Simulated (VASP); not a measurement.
# GaAs (Pm-3m) in VASP: further runs

Aim: see how the results for GaAs move with the level of theory and the settings. Levels: PBE, r2SCAN. Tasks: single point, relaxation of cell and atoms.

All numbers are computed with VASP 6.6.1; they aren't measurements. Logs are shortened: lines on timing, memory, paths and dates and some standing lists are left out, and cuts for length are marked.

## Step 1: The cell of the first run

Symmetry: Pm-3m, No. 221, cubic system. Conventional cell: a = 3.329 Å, b = 3.329 Å, c = 3.329 Å, α = 90.00°, β = 90.00°, γ = 90.00°. Ga (site symmetry m-3m) has 8 As at 2.88 Å and 6 Ga at 3.33 Å within 3.8 Å. Within 3.8 Å of As (site symmetry m-3m) lie 8 Ga at 2.88 Å and 6 As at 3.33 Å.

## Step 2: Single point, PBE

The input, INCAR:

```
  PREC = Accurate
  ENCUT = 520
  EDIFF = 1E-6
  ISMEAR = -1
  SIGMA = 0.02
  LREAL = F
  LASPH = T
  NELM = 60
  ALGO = Normal
  ISIF = 2
  LWAVE = F
  LCHARG = T
  GGA = PE
  LELF = T
  LVHAR = T
  NBANDS = 16
```

The input, KPOINTS:

```
Automatic mesh
0
Gamma
  8 8 8
```

The input, POSCAR:

```
GaAs
1.0
    3.3286687127      0.0000000000      0.0000000000
    0.0000000000      3.3286687127      0.0000000000
    0.0000000000      0.0000000000      3.3286687127
Ga As
1 1
Direct
    0.0000000000      0.0000000000      0.0000000000
    0.5000000000      0.5000000000      0.5000000000
```

Potentials or basis: VASP PAW PBE potentials, release 64 (Ga_d, As).

Command:

```bash
$ cat potpaw_PBE.64/Ga_d/POTCAR potpaw_PBE.64/As/POTCAR > POTCAR
$ mpirun -np 1 vasp_std > vasp.out
```

OUTCAR:

```text
PREC = Accurate
   ENCUT = 520
   EDIFF = 1E-6
   ISMEAR = -1
   LREAL = F
   LASPH = T
   NELM = 60
   ISIF = 2
   GGA = PE

 ion  position               nearest neighbor table
   1  0.000  0.000  0.000-   2 2.88   2 2.88   2 2.88   2 2.88   2 2.88   2 2.88   2 2.88   2 2.88

   2  0.500  0.500  0.500-   1 2.88   1 2.88   1 2.88   1 2.88   1 2.88   1 2.88   1 2.88   1 2.88

  LATTYP: Found a simple cubic cell.
 ALAT       =     3.3286687127

  Lattice vectors:

 A1 = (   3.3286687127,   0.0000000000,   0.0000000000)
 A2 = (   0.0000000000,   3.3286687127,   0.0000000000)
 A3 = (   0.0000000000,   0.0000000000,   3.3286687127)

Analysis of symmetry for initial positions (statically):
=====================================================================
 Subroutine PRICEL returns:
 Original cell was already a primitive cell.

 Routine SETGRP: Setting up the symmetry group for a
 simple cubic supercell.

 Subroutine GETGRP returns: Found 48 space group operations
[... 9 lines left out ...]

 Routine SETGRP: Setting up the symmetry group for a
 simple cubic supercell.

 Subroutine GETGRP returns: Found 48 space group operations
[... 11 lines left out ...]
                                     Primitive cell

  volume of cell :      36.8818

  direct lattice vectors                    reciprocal lattice vectors
     3.328668713  0.000000000  0.000000000     0.300420404  0.000000000  0.000000000
     0.000000000  3.328668713  0.000000000     0.000000000  0.300420404  0.000000000
     0.000000000  0.000000000  3.328668713     0.000000000  0.000000000  0.300420404

  length of vectors
     3.328668713  3.328668713  3.328668713     0.300420404  0.300420404  0.300420404

  position of ions in fractional coordinates (direct lattice)
     0.000000000  0.000000000  0.000000000
     0.500000000  0.500000000  0.500000000

  ion indices of the primitive-cell ions
   primitive index   ion index
                 1           1
                 2           2

----------------------------------------------------------------------------------------

 KPOINTS: Automatic mesh

Automatic generation of k-mesh.
 Grid dimensions read from file:
 generate k-points for:    8    8    8

 Generating k-lattice:

  Cartesian coordinates                     Fractional coordinates (reciprocal lattice)
     0.037552551  0.000000000  0.000000000     0.125000000  0.000000000  0.000000000
     0.000000000  0.037552551  0.000000000     0.000000000  0.125000000  0.000000000
     0.000000000  0.000000000  0.037552551     0.000000000  0.000000000  0.125000000

  Length of vectors
     0.037552551  0.037552551  0.037552551

  Shift w.r.t. Gamma in fractional coordinates (k-lattice)
     0.000000000  0.000000000  0.000000000

 Subroutine IBZKPT returns following result:
 ===========================================

 Found     35 irreducible k-points:

 Following reciprocal coordinates:
            Coordinates               Weight
  0.000000  0.000000  0.000000      1.000000
  0.125000  0.000000  0.000000      6.000000
  0.250000  0.000000  0.000000      6.000000
  0.375000  0.000000  0.000000      6.000000
  0.500000  0.000000  0.000000      3.000000
  0.125000  0.125000  0.000000     12.000000
[... 16 lines left out ...]
  0.375000  0.375000  0.125000     24.000000
  0.500000  0.375000  0.125000     24.000000
 [... further k-points ...]
   k-points           NKPTS =     35   k-points in BZ     NKDIM =     35   number of bands    NBANDS=     16
   number of dos      NEDOS =    301   number of ions     NIONS =      2
   total plane-waves  NPLWV =  21952
   dimension x,y,z NGX =    28 NGY =   28 NGZ =   28
   dimension x,y,z NGXF=    56 NGYF=   56 NGZF=   56
   ions per type =               1   1
   NGX,Y,Z   is equivalent  to a cutoff of  13.98, 13.98, 13.98 a.u.
   NGXF,Y,Z  is equivalent  to a cutoff of  27.97, 27.97, 27.97 a.u.
 SYSTEM =  unknown system
   PREC   = accura    normal or accurate (medium, high low for compatibility)
   ISTART =      0    job   : 0-new  1-cont  2-samecut
   ICHARG =      2    charge: 1-file 2-atom 10-const
   ISPIN  =      1    spin polarized calculation?
   LNONCOLLINEAR =      F non collinear calculations
   LSORBIT =      F    spin-orbit coupling
   LASPH  =      T    aspherical Exc in radial PAW
   ENCUT  =  520.0 eV  38.22 Ry    6.18 a.u.   6.19  6.19  6.19*2*pi/ulx,y,z
   NELM   =     60;   NELMIN=  2; NELMDL= -5     # of ELM steps
   EDIFF  = 0.1E-05   stopping-criterion for ELM
   LREAL  =      F    real-space projection
   EDIFFG = 0.1E-04   stopping-criterion for IOM
   NSW    =      0    number of steps for IOM
   IBRION =     -1    ionic relax: 0-MD 1-quasi-New 2-CG
   NFREE  =      0    steps in history (QN), initial steepest desc. (CG)
   ISIF   =      2    stress and relaxation
   ISYM   =      2    0-nonsym 1-usesym 2-fastsym
   POTIM  = 0.5000    time-step for ionic-motion
   TEBEG  =    0.0;   TEEND  =   0.0 temperature during run
   PSTRESS=    0.0 pullay stress
   NELECT =      18.0000    total number of electrons
   NUPDOWN=      -1.0000    fix difference up-down
   EMIN   =  10.00;   EMAX   =-10.00  energy-range for DOS
   EFERMI =   0.00;   METHOD = LEGACY
   ISMEAR =    -1;   SIGMA  =   0.02  broadening in eV -4-tet -1-fermi 0-gaus
   EFERMI_NEDOS =   21; number of points for ismear=-14 and -15
   IALGO  =     38    algorithm
   IMIX   =      4    mixing-type and parameters
     AMIX     =   0.40;   BMIX     =  1.00
     AMIX_MAG =   1.60;   BMIX_MAG =  1.00
  volume/ion in A,a.u.               =      18.44       124.45
  Fermi-wavevector in a.u.,A,eV,Ry     =   1.288927  2.435719 22.603816  1.661334
  Thomas-Fermi vector in A             =   2.420851
   LORBIT       =      0    0 simple, 1 ext, 2 COOP (PROOUT), +10 PAW based schemes
   GGA     = PE    functional components
   LHFCALC =     F    Hartree Fock is set to
   AEXX    =    0.0000 exact exchange contribution
   IVDW    =     0    specifies the selected vdW correction
   LEPSILON=     F    determine dielectric tensor
   LRPA    =     F    only Hartree local field effects (RPA)
 non-spin polarized calculation
  energy-cutoff  :      520.00
  volume of cell :       36.88
 maximum number of plane-waves:      1021
 NGX is ok and might be reduce to    28
   NGX = 13   NGY = 13   NGZ = 13

 number of electron      18.0000009 magnetization

 Free energy of the ion-electron system (eV)
  ---------------------------------------------------
  ext. energy  EPLUGINS =         0.00000000
  ---------------------------------------------------
  free energy    TOTEN  =        -7.17533949 eV

  energy without entropy =       -7.17348321  energy(sigma->0) =       -7.17441135

 E-fermi :   6.2881     XC(G=0): -11.0202

 val. band max:        6.2490360480   @ k =   0.2500   0.0000   0.0000
 cond. band min:       6.2881273137   @ k =   0.3750   0.2500   0.2500
 fundamental gap:      0.0390912657
 Fermi energy:         6.2880716244

 k-point     1 :       0.0000    0.0000    0.0000
  band No.  band energies     occupation
      1      -8.7129      2.00000
      2      -8.7129      2.00000
      3      -8.6085      2.00000
      4      -8.6085      2.00000
      5      -8.6085      2.00000
      6      -7.5159      2.00000
[... 8 lines left out ...]
     15      16.1227      0.00000
     16      21.1938      0.00000

 k-point     2 :       0.1250    0.0000    0.0000
  band No.  band energies     occupation
      1      -8.7115      2.00000
      2      -8.7002      2.00000
      3      -8.6151      2.00000
      4      -8.6151      2.00000
      5      -8.6080      2.00000
      6      -7.3292      2.00000
[... 8 lines left out ...]
     15      15.2702      0.00000
     16      20.7577      0.00000

 k-point     3 :       0.2500    0.0000    0.0000
  band No.  band energies     occupation
      1      -8.7081      2.00000
      2      -8.6705      2.00000
      3      -8.6308      2.00000
      4      -8.6308      2.00000
      5      -8.6067      2.00000
      6      -6.7878      2.00000
[... 8 lines left out ...]
     15      15.9229      0.00000
     16      18.1896      0.00000

 k-point     4 :       0.3750    0.0000    0.0000
  band No.  band energies     occupation
      1      -8.7047      2.00000
      2      -8.6465      2.00000
      3      -8.6465      2.00000
      4      -8.6417      2.00000
      5      -8.6055      2.00000
      6      -6.0020      2.00000
[... 8 lines left out ...]
     15      16.0958      0.00000
     16      19.6963      0.00000

 k-point     5 :       0.5000    0.0000    0.0000
  band No.  band energies     occupation
      1      -8.7033      2.00000
      2      -8.6529      2.00000
      3      -8.6529      2.00000
      4      -8.6299      2.00000
      5      -8.6050      2.00000
      6      -5.4908      2.00000
[... 8 lines left out ...]
     15      14.9360      0.00000
     16      22.8067      0.00000

 k-point     6 :       0.1250    0.1250    0.0000
  band No.  band energies     occupation
      1      -8.7046      2.00000
      2      -8.6924      2.00000
      3      -8.6255      2.00000
      4      -8.6156      2.00000
      5      -8.6132      2.00000
      6      -7.1394      2.00000
[... 8 lines left out ...]
     15      15.8229      0.00000
     16      19.4919      0.00000
[... 267 lines left out ...]
 k-point    21 :       0.3750    0.2500    0.1250
  band No.  band energies     occupation
      1      -8.7128      2.00000
      2      -8.6650      2.00000
      3      -8.6529      2.00000
      4      -8.6332      2.00000
      5      -8.6079      2.00000
      6      -5.0895      2.00000
[... 8 lines left out ...]
     15      17.9086      0.00000
     16      18.6591      0.00000

 k-point    22 :       0.5000    0.2500    0.1250
  band No.  band energies     occupation
      1      -8.7239      2.00000
      2      -8.6624      2.00000
      3      -8.6601      2.00000
      4      -8.6316      2.00000
      5      -8.5952      2.00000
      6      -4.6089      2.00000
[... 8 lines left out ...]
     15      17.7822      0.00000
     16      18.0352      0.00000

 k-point    23 :       0.3750    0.3750    0.1250
  band No.  band energies     occupation
      1      -8.7498      2.00000
      2      -8.6543      2.00000
      3      -8.6484      2.00000
      4      -8.6465      2.00000
      5      -8.5807      2.00000
      6      -4.3691      2.00000
[... 8 lines left out ...]
     15      18.3512      0.00000
     16      18.6162      0.00000

 k-point    24 :       0.5000    0.3750    0.1250
  band No.  band energies     occupation
      1      -8.7642      2.00000
      2      -8.6543      2.00000
      3      -8.6501      2.00000
      4      -8.6453      2.00000
      5      -8.5681      2.00000
      6      -3.9452      2.00000
[... 8 lines left out ...]
     15      17.7814      0.00000
     16      18.9742      0.00000

 [... further k-points ...]

------------------------ aborting loop because EDIFF is reached ----------------------------------------

  FORCE on cell =-STRESS in cart. coord.  units (eV):
  Direction    XX          YY          ZZ          XY          YZ          ZX
  --------------------------------------------------------------------------------------
  -------------------------------------------------------------------------------------
  Total        0.5845904      0.5845904      0.5845904      0.0000000      0.0000000     -0.0000000
  in kB       25.3951379     25.3951379     25.3951379      0.0000000      0.0000000     -0.0000000
  external PRESSURE =      25.3951379 kB  Pullay stress =       0.0000000 kB

 VOLUME and BASIS-vectors are now :
 -----------------------------------------------------------------------------
  energy-cutoff  :      520.00
  volume of cell :       36.88
      direct lattice vectors                 reciprocal lattice vectors
     3.328668713  0.000000000  0.000000000     0.300420404  0.000000000  0.000000000
     0.000000000  3.328668713  0.000000000     0.000000000  0.300420404  0.000000000
     0.000000000  0.000000000  3.328668713     0.000000000  0.000000000  0.300420404

 POSITION                                       TOTAL-FORCE (eV/Angst)
 -----------------------------------------------------------------------------------
      0.00000      0.00000      0.00000         0.000000      0.000000      0.000000
      1.66433      1.66433      1.66433         0.000000      0.000000      0.000000
 -----------------------------------------------------------------------------------
    total drift:                               -0.000000      0.000000     -0.000000

  FREE ENERGIE OF THE ION-ELECTRON SYSTEM (eV)
  ---------------------------------------------------
  free  energy   TOTEN  =        -7.1753394868 eV

  energy  without entropy=       -7.1734832107  energy(sigma->0) =       -7.17441135
```

Run time: 17 s. Hardware: 1 thread of Intel Xeon Platinum 8488C (Sapphire Rapids), shared host; peak memory 0.17 GiB.

What came out:

| Property | Result |
| --- | --- |
| Free energy | -7.1753 eV |
| Pressure | 2.5 GPa |
| Band gap on the k mesh | zero (band 9 reaches 7.66 eV, above the bottom of band 10 at 3.94 eV) |

Levels at points of the mesh, in eV from the Fermi level:
| k point | band 6 | band 7 | band 8 | band 9 | band 10 | band 11 | band 12 | band 13 |
| --- | --- | --- | --- | --- | --- | --- | --- | --- |
| (0.00, 0.00, 0.00) | -13.80 | -2.19 | -0.80 | -0.80 | -0.80 | 4.63 | 4.63 | 9.83 |
| (0.50, 0.00, 0.00) | -11.78 | -8.57 | 1.26 | 1.26 | 2.66 | 3.26 | 4.65 | 4.65 |
| (0.50, 0.50, 0.00) | -9.98 | -5.47 | -5.47 | -4.91 | 2.20 | 7.00 | 7.05 | 7.05 |
| (0.50, 0.50, 0.50) | -8.94 | -2.82 | -2.82 | -2.82 | -2.34 | -0.67 | -0.67 | -0.67 |

## Step 3: Single point, r2SCAN

POSCAR is that of step 2.

The input, INCAR.step1:

```
PREC = Accurate
ENCUT = 520
ISMEAR = -1
SIGMA = 0.02
LREAL = False
LASPH = True
NELM = 100
NBANDS = 16
GGA = PE
ALGO = Normal
EDIFF = 1E-4
LWAVE = True
LCHARG = False
```

The input, INCAR.step2:

```
PREC = Accurate
ENCUT = 520
EDIFF = 1E-6
ISMEAR = -1
SIGMA = 0.02
LREAL = False
LASPH = True
NELM = 100
ALGO = Normal
ISIF = 2
LWAVE = False
LCHARG = False
METAGGA = R2SCAN
LMIXTAU = True
NBANDS = 16
ISTART = 1
```

The input, KPOINTS:

```
regular mesh
0
Gamma
  8 8 8
```

Potentials or basis: VASP PAW PBE potentials, release 64 (Ga_d, As).

Command:

```bash
$ cat potpaw_PBE.64/Ga_d/POTCAR potpaw_PBE.64/As/POTCAR > POTCAR
$ cp INCAR.step1 INCAR
$ mpirun -np 1 vasp_std > vasp.out
$ cp INCAR.step2 INCAR
$ mpirun -np 1 vasp_std > vasp.out
```

Wall time 54 s (1 thread of Intel Xeon Platinum 8488C (Sapphire Rapids), shared host); peak memory 0.17 GiB.

The run converged. Its results:

| Property | Result |
| --- | --- |
| Free energy | -25.4898 eV |
| Pressure | 0.0 GPa |
| Band gap on the k mesh | zero (band 9 reaches 7.53 eV, above the bottom of band 10 at 3.79 eV) |

Levels at points of the mesh, in eV from the Fermi level:
```
           k point  band 6  band 7  band 8  band 9  band 10  band 11  band 12  band 13
(0.00, 0.00, 0.00)  -14.49   -2.04   -0.96   -0.96    -0.96     5.03     5.03    10.35
(0.50, 0.00, 0.00)  -12.35   -8.98    1.21    1.21     3.02     3.53     4.81     4.81
(0.50, 0.50, 0.00)  -10.43   -5.78   -5.78   -5.07     2.20     7.30     7.53     7.53
(0.50, 0.50, 0.50)   -9.32   -3.02   -3.02   -3.02    -2.37    -0.65    -0.65    -0.65
```

Caveat: the PAW data sets were made with another functional, which shifts forces and pressure a little.

[end of part 1 of 2]
